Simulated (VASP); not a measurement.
# NaEuC4 (F-43m) in VASP: notebook, part 2 of 2

VASP 6.6.1. Earlier steps stand in the parts before.

### 4 Single point, PBE, collinear spin, ferromagnetic start

This run uses another cell than the first one, of 12.40 Å³/atom, 0.997 times its volume.

File INCAR:

```
SYSTEM = NaEuC4
  PREC = Accurate
  ENCUT = 520
  EDIFF = 1E-7
  ISMEAR = 0
  SIGMA = 0.1
  LREAL = .FALSE.
  LASPH = .TRUE.
  NELM = 150
  ALGO = Normal
  ISIF = 2
  LWAVE = .FALSE.
  LCHARG = .FALSE.
  ISPIN = 2
  MAGMOM = 0 7.07 0 0 0 0
  LORBIT = 11
  LMAXMIX = 6
  GGA = PE
  NBANDS = 33
```

File KPOINTS:

```
Automatic mesh
0
G
  10 10 10
  0 0 0
```

File POSCAR:

```
NaEuC4
1.0
    0.0000000000      3.3384099056      3.3384099056
    3.3384099056      0.0000000000      3.3384099056
    3.3384099056      3.3384099056      0.0000000000
Na Eu C
1 1 4
Direct
    0.5000000000      0.5000000000      0.5000000000
    0.2500000000      0.2500000000      0.2500000000
    0.9171445498      0.9171445498      0.2485663505
    0.9171445498      0.2485663505      0.9171445498
    0.2485663505      0.9171445498      0.9171445498
    0.9171445498      0.9171445498      0.9171445498
```

Potentials or basis: VASP PAW PBE potentials, release 64 (Na_pv, Eu, C).

Launch:

```console
cat potpaw_PBE.64/Na_pv/POTCAR potpaw_PBE.64/Eu/POTCAR potpaw_PBE.64/C/POTCAR > POTCAR
mpirun -np 1 vasp_std > vasp.out
```

OUTCAR:

```text
SYSTEM = NaEuC4
   PREC = Accurate
   ENCUT = 520
   EDIFF = 1E-7
   ISMEAR = 0
   LREAL = .FALSE.
   LASPH = .TRUE.
   NELM = 150
   ISIF = 2
   ISPIN = 2
   LORBIT = 11
   GGA = PE

 ion  position               nearest neighbor table
   1  0.500  0.500  0.500-   2 2.89   2 2.89   2 2.89   2 2.89
   2  0.250  0.250  0.250-   3 2.73   4 2.73   3 2.73   5 2.73   4 2.73   5 2.73   6 2.73   6 2.73
                             6 2.73   3 2.73   4 2.73   5 2.73   1 2.89   1 2.89   1 2.89   1 2.89
   3  0.917  0.917  0.249-   4 1.56   5 1.56   6 1.56   2 2.73   2 2.73   2 2.73
   4  0.917  0.249  0.917-   3 1.56   5 1.56   6 1.56   2 2.73   2 2.73   2 2.73
   5  0.249  0.917  0.917-   3 1.56   4 1.56   6 1.56   2 2.73   2 2.73   2 2.73
   6  0.917  0.917  0.917-   3 1.56   4 1.56   5 1.56   2 2.73   2 2.73   2 2.73

  LATTYP: Found a face centered cubic cell.
 ALAT       =     6.6768198112

  Lattice vectors:

 A1 = (   0.0000000000,   3.3384099056,   3.3384099056)
 A2 = (   3.3384099056,   0.0000000000,   3.3384099056)
 A3 = (   3.3384099056,   3.3384099056,   0.0000000000)

Analysis of symmetry for initial positions (statically):
=====================================================================
 Subroutine PRICEL returns:
 Original cell was already a primitive cell.

 Routine SETGRP: Setting up the symmetry group for a
 face centered cubic supercell.

 Subroutine GETGRP returns: Found 24 space group operations
 (whereof 24 operations were pure point group operations)
 out of a pool of 48 trial point group operations.

The static configuration has the point symmetry T_d .

Analysis of symmetry for dynamics (positions and initial velocities):
=====================================================================
 Subroutine PRICEL returns:
 Original cell was already a primitive cell.

 Routine SETGRP: Setting up the symmetry group for a
 face centered cubic supercell.

[... 186 lines left out ...]
      2     -20.7881      1.00000
      3     -20.7881      1.00000
      4     -20.7881      1.00000
      5     -16.3508      1.00000
      6     -16.3508      1.00000
[... 829 lines left out ...]
     31      10.3116      0.00000
     32      10.6625      0.00000

 [... further k-points ...]

 spin component 2

 k-point     1 :       0.0000    0.0000    0.0000
  band No.  band energies     occupation
      1     -34.7042      1.00000
      2     -20.7769      1.00000
      3     -20.7769      1.00000
      4     -20.7769      1.00000
      5     -15.9918      1.00000
      6     -14.2686      1.00000
[... 829 lines left out ...]
     31      10.4880      0.00000
     32      11.1178      0.00000

 [... further k-points ...]

 [bands above 32 left out]

------------------------ aborting loop because EDIFF is reached ----------------------------------------

  FORCE on cell =-STRESS in cart. coord.  units (eV):
  Direction    XX          YY          ZZ          XY          YZ          ZX
  --------------------------------------------------------------------------------------
  -------------------------------------------------------------------------------------
  Total        0.1444265      0.1444265      0.1444265      0.0000000      0.0000000      0.0000000
  in kB        3.1096278      3.1096278      3.1096278      0.0000000      0.0000000      0.0000000
  external PRESSURE =       3.1096278 kB  Pullay stress =       0.0000000 kB

 VOLUME and BASIS-vectors are now :
 -----------------------------------------------------------------------------
  energy-cutoff  :      520.00
  volume of cell :       74.41
      direct lattice vectors                 reciprocal lattice vectors
     0.000000000  3.338409906  3.338409906    -0.149771902  0.149771902  0.149771902
     3.338409906  0.000000000  3.338409906     0.149771902 -0.149771902  0.149771902
     3.338409906  3.338409906  0.000000000     0.149771902  0.149771902 -0.149771902

 POSITION                                       TOTAL-FORCE (eV/Angst)
 -----------------------------------------------------------------------------------
      3.33841      3.33841      3.33841        -0.000000     -0.000000     -0.000000
      1.66920      1.66920      1.66920        -0.000000     -0.000000     -0.000000
      3.89162      3.89162      6.12361         0.072740      0.072740     -0.072740
      3.89162      6.12361      3.89162         0.072740     -0.072740      0.072740
      6.12361      3.89162      3.89162        -0.072740      0.072740      0.072740
      6.12361      6.12361      6.12361        -0.072740     -0.072740     -0.072740
 -----------------------------------------------------------------------------------
    total drift:                               -0.000000     -0.000000     -0.000000

  FREE ENERGIE OF THE ION-ELECTRON SYSTEM (eV)
  ---------------------------------------------------
  free  energy   TOTEN  =       -43.3774849570 eV

  energy  without entropy=      -43.3516343687  energy(sigma->0) =      -43.36455966

 total charge

# of ion       s       p       d       f       tot
--------------------------------------------------
    1        0.065   5.989   0.000   0.000   6.054
    2        2.022   5.739   0.482   6.471  14.715
    3        0.886   1.514   0.000   0.000   2.400
    4        0.886   1.514   0.000   0.000   2.400
    5        0.886   1.514   0.000   0.000   2.400
    6        0.886   1.514   0.000   0.000   2.400
--------------------------------------------------
tot          5.630  17.784   0.482   6.471  30.368

 magnetization (x)

# of ion       s       p       d       f       tot
--------------------------------------------------
    1        0.007   0.003   0.000   0.000   0.011
    2       -0.014  -0.109   0.089   6.363   6.329
    3       -0.027  -0.075   0.000   0.000  -0.102
    4       -0.027  -0.075   0.000   0.000  -0.102
    5       -0.027  -0.075   0.000   0.000  -0.102
    6       -0.027  -0.075   0.000   0.000  -0.102
--------------------------------------------------
tot         -0.116  -0.406   0.089   6.363   5.930
```

OSZICAR:

```text
N       E                     dE             d eps       ncg     rms          rms(c)
DAV:   1     0.295176713208E+03    0.29518E+03   -0.15986E+04  9102   0.462E+03
DAV:   2     0.377786964835E+01   -0.29140E+03   -0.25939E+03  8684   0.575E+02
DAV:   3    -0.402142869591E+02   -0.43992E+02   -0.42816E+02  9363   0.150E+02
[... 20 lines left out ...]
DAV:  24    -0.433774831283E+02    0.12793E-06   -0.19100E-05 11800   0.834E-02    0.686E-02
DAV:  25    -0.433774831451E+02   -0.16830E-07   -0.10996E-05 10247   0.659E-02    0.445E-02
DAV:  26    -0.433774836174E+02   -0.47234E-06   -0.10304E-06 10352   0.103E-02    0.334E-02
DAV:  27    -0.433774849468E+02   -0.13294E-05   -0.12049E-06  8111   0.196E-02    0.922E-03
DAV:  28    -0.433774849570E+02   -0.10223E-07   -0.23574E-07  7221   0.772E-03
   1 F= -.43377485E+02 E0= -.43364560E+02  d E =-.258506E-01  mag=     5.9999
```

Wall time 9.1 min (1 thread of Oxide Virtual Turin-like, shared host); peak memory 0.34 GiB.

Results:

- Free energy: -43.3775 eV
- Pressure: 0.3 GPa
- Largest force: 0.126 eV/Å
- Band gap on the k mesh: zero (filled and empty bands overlap)
- Net moment: 6.00 μB per cell
- Site moments: Na +0.01; Eu +6.33; C -0.10 μB
- Valence electrons inside the program's atomic spheres: Na 6.05; Eu 14.71; C 2.40

Forces on the atoms (eV/Å):
```
Na   0.000  0.000  0.000
Eu   0.000  0.000  0.000
C    0.073  0.073 -0.073
C    0.073 -0.073  0.073
C   -0.073  0.073  0.073
C   -0.073 -0.073 -0.073
```

Caveat: spin-orbit coupling is left out, which moves the levels of the heavy elements; without U or exact exchange the open f shell lies at the Fermi level, which spoils levels, moments and volumes. The state reached can hang on the start; a lower one may exist.

### 5 Overview

```tsv
cell	k mesh	gap on the mesh (eV)	pressure (GPa)	moment (μB)	largest force (eV/Å)
a = 4.727 Å, angles 60.0°, 6 atoms	4 × 4 × 4	none	0.0	6.00	0.12
a = 5.201 Å, angles 60.0°, 6 atoms	4 × 4 × 4	none	-17.7	7.82	1.16
a = 4.721 Å, angles 60.0°, 6 atoms	10 × 10 × 10	none	0.3	6.00	0.13
```

Alike in all rows: task single point; level PBE; potentials or basis VASP PAW PBE potentials, release 64 (Na_pv, Eu, C); spin collinear, ferromagnetic start; cutoff (eV) 520; smearing gaussian 0.1 eV.

Caveats: some runs use coarse meshes; spin-orbit coupling is left out, which moves the levels of the heavy elements; without U or exact exchange the open f shell lies at the Fermi level, which spoils levels, moments and volumes; forces of over 1 eV/Å act on the atoms, so gaps and moduli don't describe the material at rest (some runs).

Total energies depend on the potentials used, so only differences within one code and one set of settings carry meaning.
